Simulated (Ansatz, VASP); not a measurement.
# SrO in VASP and in Ansatz

File POSCAR:

```
SrO
1.0
    0.0000000000      2.5698000000      2.5698000000
    2.5698000000      0.0000000000      2.5698000000
    2.5698000000      2.5698000000      0.0000000000
Sr O
1 1
Direct
    0.0000000000      0.0000000000      0.0000000000
    0.5000000000      0.5000000000      0.5000000000
```

Contents of INCAR.step1:

```
SYSTEM = SrO
PREC = Accurate
ENCUT = 660
ISMEAR = 0
SIGMA = 0.1
LREAL = .FALSE.
LASPH = .TRUE.
NELM = 120
NBANDS = 15
GGA = PE
ALGO = Normal
EDIFF = 1E-5
LWAVE = .TRUE.
LCHARG = .FALSE.
GGA_COMPAT = .FALSE.
```

File INCAR.step2:

```
SYSTEM = SrO
PREC = Accurate
ENCUT = 660
EDIFF = 1E-6
ISMEAR = 0
SIGMA = 0.1
LREAL = .FALSE.
LASPH = .TRUE.
NELM = 120
ALGO = Normal
ISIF = 2
LWAVE = .FALSE.
LCHARG = .TRUE.
METAGGA = R2SCAN
LMIXTAU = .TRUE.
LELF = .TRUE.
LVHAR = .TRUE.
NBANDS = 15
ISTART = 1
GGA_COMPAT = .FALSE.
```

Contents of KPOINTS:

```
Automatic mesh
0
G
  6 6 6
  0 0 0
```

Input for Ansatz:

```yaml
crystal:
  lattice:
    - [0.0, 2.5698, 2.5698]
    - [2.5698, 0.0, 2.5698]
    - [2.5698, 2.5698, 0.0]
  atoms:
    - { symbol: Sr, position: [0.0, 0.0, 0.0] }
    - { symbol: O, position: [0.5, 0.5, 0.5] }
basis:
  ecutwfc: 500
kpoints:
  mp_grid: { grid: [6, 6, 6] }
hamiltonian:
  xc: r2scan
scf:
  occupations: { method: gaussian, width: 0.1 }
output:
  forces: true
  stress: true
  eigenvalues: true
```

Alike in both runs: task single point; functional r2SCAN; k mesh 6 × 6 × 6; occupations gaussian, width 0.1 eV; no spin polarisation.

|  | VASP | Ansatz |
| --- | --- | --- |
| version | VASP 6.6.1 | Ansatz 0.2.0 |
| potentials or method | VASP PAW PBE potentials, release 64 (Sr_sv, O), cutoff 660 eV | scalar-relativistic, plane waves, PAW |
| valence electrons in the cell | 16 | 16 |

```csv
,VASP,Ansatz,Ansatz less VASP
gap on the k mesh at the Fermi level (eV),3.74,3.79,+0.050
least direct gap on the mesh (eV),3.83,3.87,+0.038
pressure (GPa),1.6,1.1,-0.44
```

VASP's potentials were made for PBE, not for r2SCAN. The functional is the same, so the differences come from potentials, cutoffs and numerics.
